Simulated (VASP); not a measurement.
# MoS2 (P1) in VASP: notebook

The runs below take MoS2 through single point, with r2SCAN.

Program: VASP 6.6.1. These are calculated values, not measurements. Logs are shortened: lines on timing, memory, paths and dates and some standing lists are left out, and cuts for length are marked.

### 1 The cell of the first run

The typed cell holds 3 atoms: a = 3.222 Å, b = 3.222 Å, c = 6.302 Å, α = 90.00°, β = 90.00°, γ = 120.00°.

### 2 Single point, r2SCAN

Input file POSCAR:

```
MoS2
1.0
    3.2220719098      0.0000000000      0.0000000000
   -1.6110359549      2.7904037643      0.0000000000
    0.0000000000      0.0000000000      6.3019316332
Mo S
1 2
Direct
    0.9911100000      0.9768900000      0.4907000000
    0.3253000000      0.6624100000      0.2567600000
    0.6379600000      0.3263300000      0.7581100000
```

Input file INCAR.step1:

```
PREC = Accurate ; ENCUT = 520
ISMEAR = -1 ; SIGMA = 0.1
LREAL = F ; LASPH = T
NELM = 60 ; NBANDS = 20
GGA = PE ; ALGO = Normal
EDIFF = 1E-4 ; LWAVE = T
LCHARG = F
```

Input file INCAR.step2:

```
PREC = Accurate ; ENCUT = 520
EDIFF = 1E-6 ; ISMEAR = -1
SIGMA = 0.1 ; LREAL = F
LASPH = T ; NELM = 60
ALGO = Normal ; ISIF = 2
LWAVE = F ; LCHARG = T
METAGGA = R2SCAN ; LMIXTAU = T
LELF = T ; LVHAR = T
NBANDS = 20 ; ISTART = 1
```

Input file KPOINTS:

```
Automatic mesh
0
Gamma
  7 7 3
```

Potentials or basis: VASP PAW PBE potentials, release 64 (Mo_sv, S).

Run with:

```
> cat potpaw_PBE.64/Mo_sv/POTCAR potpaw_PBE.64/S/POTCAR > POTCAR
> cp INCAR.step1 INCAR
> mpirun -np 1 vasp_std > vasp.out
> cp INCAR.step2 INCAR
> mpirun -np 1 vasp_std > vasp.out
```

OUTCAR:

```text
PREC = Accurate
   ENCUT = 520
   EDIFF = 1E-6
   ISMEAR = -1
   LREAL = F
   LASPH = T
   NELM = 60
   ISIF = 2
   METAGGA = R2SCAN
   ISTART = 1

 ion  position               nearest neighbor table
   1  0.991  0.977  0.491-   2 2.33   2 2.37   2 2.42   3 2.47   3 2.48   3 2.59
   2  0.325  0.662  0.257-   1 2.33   1 2.37   1 2.42
   3  0.638  0.326  0.758-   1 2.47   1 2.48   1 2.59

  LATTYP: Found a hexagonal cell.
 ALAT       =     3.2220719098
 C/A-ratio  =     1.9558631246

  Lattice vectors:

 A1 = (   3.2220719098,   0.0000000000,   0.0000000000)
 A2 = (  -1.6110359549,   2.7904037643,   0.0000000000)
 A3 = (   0.0000000000,   0.0000000000,   6.3019316332)

Analysis of symmetry for initial positions (statically):
=====================================================================
 Subroutine PRICEL returns:
 Original cell was already a primitive cell.

 Routine SETGRP: Setting up the symmetry group for a
 hexagonal supercell.

 Subroutine GETGRP returns: Found  1 space group operations
 (whereof  1 operations were pure point group operations)
 out of a pool of 24 trial point group operations.

The static configuration has the point symmetry C_1 .

Analysis of symmetry for dynamics (positions and initial velocities):
=====================================================================
 Subroutine PRICEL returns:
 Original cell was already a primitive cell.

 Routine SETGRP: Setting up the symmetry group for a
 hexagonal supercell.

 Subroutine GETGRP returns: Found  1 space group operations
 (whereof  1 operations were pure point group operations)
 out of a pool of 24 trial point group operations.

The dynamic configuration has the point symmetry C_1 .

 Subroutine INISYM returns: Found  1 space group operations
 (whereof  1 operations are pure point group operations),
 and found     1 'primitive' translations

----------------------------------------------------------------------------------------

                                     Primitive cell

  volume of cell :      56.6599

  direct lattice vectors                    reciprocal lattice vectors
     3.222071910  0.000000000  0.000000000     0.310359305  0.179185538  0.000000000
    -1.611035955  2.790403764  0.000000000     0.000000000  0.358371076  0.000000000
     0.000000000  0.000000000  6.301931633     0.000000000  0.000000000  0.158681506

  length of vectors
     3.222071910  3.222078524  6.301931633     0.358371812  0.358371076  0.158681506

  position of ions in fractional coordinates (direct lattice)
     0.991110000  0.976890000  0.490700000
     0.325300000  0.662410000  0.256760000
     0.637960000  0.326330000  0.758110000

  ion indices of the primitive-cell ions
   primitive index   ion index
                 1           1
                 2           2
                 3           3

----------------------------------------------------------------------------------------

 KPOINTS: Automatic mesh

Automatic generation of k-mesh.
 Grid dimensions read from file:
 generate k-points for:    7    7    3

 Generating k-lattice:

  Cartesian coordinates                     Fractional coordinates (reciprocal lattice)
     0.044337044  0.025597934  0.000000000     0.142857143  0.000000000  0.000000000
     0.000000000  0.051195868  0.000000000     0.000000000  0.142857143  0.000000000
     0.000000000  0.000000000  0.052893835     0.000000000  0.000000000  0.333333333

  Length of vectors
     0.051195973  0.051195868  0.052893835

  Shift w.r.t. Gamma in fractional coordinates (k-lattice)
     0.000000000  0.000000000  0.000000000

 Subroutine IBZKPT returns following result:
 ===========================================

 Found     74 irreducible k-points:

 Following reciprocal coordinates:
            Coordinates               Weight
  0.000000  0.000000  0.000000      1.000000
  0.142857 -0.000000  0.000000      2.000000
  0.000000  0.142857  0.000000      2.000000
 -0.142857  0.142857  0.000000      2.000000
  0.285714 -0.000000  0.000000      2.000000
  0.000000  0.285714  0.000000      2.000000
[... 16 lines left out ...]
  0.285714  0.285714  0.000000      2.000000
 -0.285714 -0.428571  0.000000      2.000000
 [... further k-points ...]
   k-points           NKPTS =     74   k-points in BZ     NKDIM =     74   number of bands    NBANDS=     20
   number of dos      NEDOS =    301   number of ions     NIONS =      3
   total plane-waves  NPLWV =  27648
   dimension x,y,z NGX =    24 NGY =   24 NGZ =   48
   dimension x,y,z NGXF=    48 NGYF=   48 NGZF=   96
   ions per type =               1   2
   NGX,Y,Z   is equivalent  to a cutoff of  12.38, 12.38, 12.66 a.u.
   NGXF,Y,Z  is equivalent  to a cutoff of  24.77, 24.77, 25.32 a.u.
 SYSTEM =  unknown system
   PREC   = accura    normal or accurate (medium, high low for compatibility)
   ISTART =      1    job   : 0-new  1-cont  2-samecut
   ICHARG =      0    charge: 1-file 2-atom 10-const
   ISPIN  =      1    spin polarized calculation?
   LNONCOLLINEAR =      F non collinear calculations
   LSORBIT =      F    spin-orbit coupling
   LASPH  =      T    aspherical Exc in radial PAW
   ENCUT  =  520.0 eV  38.22 Ry    6.18 a.u.   5.99  5.99 11.72*2*pi/ulx,y,z
   NELM   =     60;   NELMIN=  2; NELMDL=  0     # of ELM steps
   EDIFF  = 0.1E-05   stopping-criterion for ELM
   LREAL  =      F    real-space projection
   EDIFFG = 0.1E-04   stopping-criterion for IOM
   NSW    =      0    number of steps for IOM
   IBRION =     -1    ionic relax: 0-MD 1-quasi-New 2-CG
   NFREE  =      0    steps in history (QN), initial steepest desc. (CG)
   ISIF   =      2    stress and relaxation
   ISYM   =      2    0-nonsym 1-usesym 2-fastsym
   POTIM  = 0.5000    time-step for ionic-motion
   TEBEG  =    0.0;   TEEND  =   0.0 temperature during run
   PSTRESS=    0.0 pullay stress
   NELECT =      26.0000    total number of electrons
   NUPDOWN=      -1.0000    fix difference up-down
   EMIN   =  10.00;   EMAX   =-10.00  energy-range for DOS
   EFERMI =   0.00;   METHOD = LEGACY
   ISMEAR =    -1;   SIGMA  =   0.10  broadening in eV -4-tet -1-fermi 0-gaus
   EFERMI_NEDOS =   21; number of points for ismear=-14 and -15
   IALGO  =     38    algorithm
   IMIX   =      4    mixing-type and parameters
     AMIX     =   0.40;   BMIX     =  1.00
     AMIX_MAG =   1.60;   BMIX_MAG =  1.00
  volume/ion in A,a.u.               =      18.89       127.45
  Fermi-wavevector in a.u.,A,eV,Ry     =   1.262721  2.386196 21.693993  1.594464
  Thomas-Fermi vector in A             =   2.396114
   LORBIT       =      0    0 simple, 1 ext, 2 COOP (PROOUT), +10 PAW based schemes
   METAGGA = R2SCAN    functional components
   LHFCALC =     F    Hartree Fock is set to
   AEXX    =    0.0000 exact exchange contribution
   IVDW    =     0    specifies the selected vdW correction
   LEPSILON=     F    determine dielectric tensor
   LRPA    =     F    only Hartree local field effects (RPA)
 non-spin polarized calculation
  energy-cutoff  :      520.00
  volume of cell :       56.66
 maximum number of plane-waves:      1548
   NGX = 11   NGY = 11   NGZ = 23

 number of electron      26.0000000 magnetization

 Free energy of the ion-electron system (eV)
  ---------------------------------------------------
  ext. energy  EPLUGINS =         0.00000000
  ---------------------------------------------------
  free energy    TOTEN  =       -44.02428358 eV

  energy without entropy =      -43.97576261  energy(sigma->0) =      -44.00002309

 E-fermi :   6.9158     XC(G=0): -11.1703

 val. band max:        6.8936121953   @ k =   0.1429  -0.0000   0.0000
 cond. band min:       6.9204745743   @ k =   0.2857   0.2857   0.3333
 fundamental gap:      0.0268623790
 Fermi energy:         6.9157679598

 k-point     1 :       0.0000    0.0000    0.0000
  band No.  band energies     occupation
      1     -56.8933      2.00000
      2     -30.2130      2.00000
      3     -30.1530      2.00000
      4     -30.1382      2.00000
      5      -8.6203      2.00000
      6      -7.1343      2.00000
[... 12 lines left out ...]
     19      13.8060      0.00000
     20      17.0364      0.00000

 k-point     2 :       0.1429   -0.0000    0.0000
  band No.  band energies     occupation
      1     -56.8867      2.00000
      2     -30.2195      2.00000
      3     -30.1985      2.00000
      4     -30.1548      2.00000
      5      -8.3140      2.00000
      6      -7.0577      2.00000
[... 12 lines left out ...]
     19      14.9038      0.00000
     20      16.5297      0.00000

 k-point     3 :       0.0000    0.1429    0.0000
  band No.  band energies     occupation
      1     -56.8868      2.00000
      2     -30.2119      2.00000
      3     -30.1929      2.00000
      4     -30.1676      2.00000
      5      -8.3174      2.00000
      6      -7.0515      2.00000
[... 12 lines left out ...]
     19      14.9242      0.00000
     20      16.4965      0.00000

 k-point     4 :      -0.1429    0.1429    0.0000
  band No.  band energies     occupation
      1     -56.8868      2.00000
      2     -30.2179      2.00000
      3     -30.1970      2.00000
      4     -30.1578      2.00000
      5      -8.3197      2.00000
      6      -7.0487      2.00000
[... 12 lines left out ...]
     19      14.8939      0.00000
     20      16.4921      0.00000

 k-point     5 :       0.2857   -0.0000    0.0000
  band No.  band energies     occupation
      1     -56.8720      2.00000
      2     -30.3659      2.00000
      3     -30.1921      2.00000
      4     -30.1665      2.00000
      5      -7.5638      2.00000
      6      -6.8368      2.00000
[... 12 lines left out ...]
     19      14.7944      0.00000
     20      15.4380      0.00000
[... 353 lines left out ...]
      6      -6.2182      2.00000
[... 12 lines left out ...]
     19      14.3125      0.00000
     20      15.9201      0.00000

 k-point    22 :       0.4286    0.4286    0.0000
  band No.  band energies     occupation
      1     -56.8569      2.00000
      2     -30.4723      2.00000
      3     -30.2662      2.00000
      4     -30.1382      2.00000
      5      -6.9122      2.00000
      6      -6.2001      2.00000
[... 12 lines left out ...]
     19      14.3577      0.00000
     20      15.9459      0.00000

 k-point    23 :       0.2857    0.2857    0.0000
  band No.  band energies     occupation
      1     -56.8554      2.00000
      2     -30.4232      2.00000
      3     -30.3347      2.00000
      4     -30.1346      2.00000
      5      -6.7559      2.00000
      6      -6.2478      2.00000
[... 12 lines left out ...]
     19      15.7332      0.00000
     20      16.5929      0.00000

 k-point    24 :      -0.2857   -0.4286    0.0000
  band No.  band energies     occupation
      1     -56.8555      2.00000
      2     -30.4180      2.00000
      3     -30.3391      2.00000
      4     -30.1352      2.00000
      5      -6.7563      2.00000
      6      -6.2425      2.00000
[... 12 lines left out ...]
     19      15.7048      0.00000
     20      16.6787      0.00000

 [... further k-points ...]

------------------------ aborting loop because EDIFF is reached ----------------------------------------

  FORCE on cell =-STRESS in cart. coord.  units (eV):
  Direction    XX          YY          ZZ          XY          YZ          ZX
  --------------------------------------------------------------------------------------
  -------------------------------------------------------------------------------------
  Total        0.1235465     -0.4294894     -1.1236474     -0.0966380      0.3833897      0.3394268
  in kB        3.4935359    -12.1447067    -31.7734721     -2.7326399     10.8411415      9.5979990
  external PRESSURE =     -13.4748810 kB  Pullay stress =       0.0000000 kB

 VOLUME and BASIS-vectors are now :
 -----------------------------------------------------------------------------
  energy-cutoff  :      520.00
  volume of cell :       56.66
      direct lattice vectors                 reciprocal lattice vectors
     3.222071910  0.000000000  0.000000000     0.310359305  0.179185538  0.000000000
    -1.611035955  2.790403764  0.000000000     0.000000000  0.358371076  0.000000000
     0.000000000  0.000000000  6.301931633     0.000000000  0.000000000  0.158681506

 POSITION                                       TOTAL-FORCE (eV/Angst)
 -----------------------------------------------------------------------------------
      1.61962      2.72592      3.09236        -0.277981      0.331112      2.227683
     -0.01903      1.84839      1.61808         0.034020     -0.296796     -0.816213
      1.52982      0.91059      4.77756         0.243962     -0.034315     -1.411470
 -----------------------------------------------------------------------------------
    total drift:                                0.000077     -0.000003     -0.000010

  FREE ENERGIE OF THE ION-ELECTRON SYSTEM (eV)
  ---------------------------------------------------
  free  energy   TOTEN  =       -44.0242835789 eV

  energy  without entropy=      -43.9757626064  energy(sigma->0) =      -44.00002309
```

It took 1.9 min on 1 thread of Intel Xeon Platinum 8488C (Sapphire Rapids), shared host; peak memory 0.22 GiB.

Results:

```
Free energy            : -44.0243 eV
Pressure               : -1.3 GPa
Largest force          : 2.269 eV/Å
Band gap on the k mesh : zero (bands 13 and 14 overlap by 0.48 eV)
```

Forces in eV/Å, atoms in the order of the input:
```
Mo  -0.278  0.331  2.228
S    0.034 -0.297 -0.816
S    0.244 -0.034 -1.411
```

Stress tensor (GPa, compression positive):
```
 0.35 -0.27  0.96
-0.27 -1.21  1.08
 0.96  1.08 -3.18
```

Levels at points of the mesh, in eV from the Fermi level:
```
           k point  band 11  band 12  band 13  band 14  band 15  band 16
(0.00, 0.00, 0.00)    -1.12    -1.06    -0.96    -0.15    -0.09     3.13
```

Caveat: the PAW data sets were made with another functional, which shifts forces and pressure a little.

### 3 Single point, r2SCAN

This run uses another cell than the first one, of 18.98 Å³/atom.

Input file POSCAR:

```
MoS2
1.0
    3.2274600000      0.0000000000      0.0000000000
   -1.6137300000      2.7950700000      0.0000000000
    0.0000000000      0.0000000000      6.3124700000
Mo S
1 2
Direct
    0.9911100000      0.9768900000      0.4907000000
    0.3253000000      0.6624100000      0.2567600000
    0.6379600000      0.3263300000      0.7581100000
```

Input file INCAR.step1:

```
SYSTEM = MoS2
ALGO     = Normal         ! electronic algorithm
EDIFF    = 1E-4           ! SCF threshold, eV
ENCUT    = 520            ! plane-wave cutoff, eV
GGA      = PE             ! functional
ISMEAR   = -1             ! smearing method
LASPH    = .True.         ! aspherical terms in the spheres
LCHARG   = .False.        ! write CHGCAR
LREAL    = .False.        ! projectors in reciprocal space
LWAVE    = .True.         ! write WAVECAR
NBANDS   = 20             ! bands
NELM     = 100            ! most SCF steps
PREC     = Accurate       ! precision mode
SIGMA    = 0.1            ! smearing width, eV
```

Input file INCAR.step2:

```
SYSTEM = MoS2
ALGO     = Normal         ! electronic algorithm
EDIFF    = 1E-6           ! SCF threshold, eV
ENCUT    = 520            ! plane-wave cutoff, eV
ISIF     = 2              ! what is computed and relaxed
ISMEAR   = -1             ! smearing method
ISTART   = 1            
LASPH    = .True.         ! aspherical terms in the spheres
LCHARG   = .False.        ! write CHGCAR
LMIXTAU  = .True.       
LREAL    = .False.        ! projectors in reciprocal space
LWAVE    = .False.        ! write WAVECAR
METAGGA  = R2SCAN         ! meta-GGA
NBANDS   = 20             ! bands
NELM     = 100            ! most SCF steps
PREC     = Accurate       ! precision mode
SIGMA    = 0.1            ! smearing width, eV
```

Input file KPOINTS:

```
k-points
0
Gamma
  7 7 3
  0 0 0
```

Potentials or basis: VASP PAW PBE potentials, release 64 (Mo_sv, S).

Run with:

```
> cat potpaw_PBE.64/Mo_sv/POTCAR potpaw_PBE.64/S/POTCAR > POTCAR
> cp INCAR.step1 INCAR
> mpirun -np 1 vasp_std > vasp.out
> cp INCAR.step2 INCAR
> mpirun -np 1 vasp_std > vasp.out
```

Wall time 1.8 min (1 thread of Intel Xeon Platinum 8488C (Sapphire Rapids), shared host); peak memory 0.22 GiB.

The run converged. Its results:

```
Free energy            : -44.0214 eV
Pressure               : -2.0 GPa
Largest force          : 2.240 eV/Å
Band gap on the k mesh : zero (bands 13 and 14 overlap by 0.48 eV)
```

Forces in eV/Å, atoms in the order of the input:
```
Mo  -0.270  0.324  2.200
S    0.032 -0.291 -0.727
S    0.239 -0.032 -1.473
```

Stress tensor (GPa, compression positive):
```
-0.30 -0.28  0.94
-0.28 -1.84  1.07
 0.94  1.07 -3.87
```

Levels at points of the mesh, in eV from the Fermi level:
| k point | band 10 | band 11 | band 12 | band 13 | band 14 | band 15 | band 16 | band 17 |
| --- | --- | --- | --- | --- | --- | --- | --- | --- |
| (0.00, 0.00, 0.00) | -2.21 | -1.12 | -1.05 | -0.95 | -0.15 | -0.09 | 3.11 | 3.26 |

Caveat: the PAW data sets were made with another functional, which shifts forces and pressure a little.

(Continued in part 2 of 2.)
